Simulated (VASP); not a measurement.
Runs of VASP 6.6.1 on ScGaS. The structure is that of space group P4/mmm (No. 123), or close to it. The cells are those of the table. The cell was built from a structure type or drawn by symmetry, and may not be a known phase.

| task | spin | cell | cutoff (eV) | gap on the mesh (eV) | pressure (GPa) |
| --- | --- | --- | --- | --- | --- |
| single point | off | a = 3.629, b = 3.629, c = 5.425 Å, 3 atoms | 520 | none | 0.2 |
| single point | off | a = 3.507, b = 3.507, c = 4.971 Å, 3 atoms | 520 | none | 10.9 |
| single point | collinear | a = 3.629, b = 3.629, c = 5.425 Å, 3 atoms | 520 | none | (a) |
| relaxation of cell and atoms | off | relaxed from a = 3.507, b = 3.507, c = 4.971 Å, 3 atoms | 600 | none | 0.1 |

Alike in all rows: level PBE; potentials or basis VASP PAW PBE potentials, release 64 (Sc_sv, Ga_d, S); k mesh 6 × 6 × 4; smearing gaussian 0.1 eV.

Problem. Fill in the values left out.

Solution. (a) 0.3.

Caveats: the cell stands under pressure (at least some runs).

A k mesh can miss the band edges, and the runs leave out spin-orbit coupling on Ga.

A gap of «none» marks levels without a gap at the run's occupations.
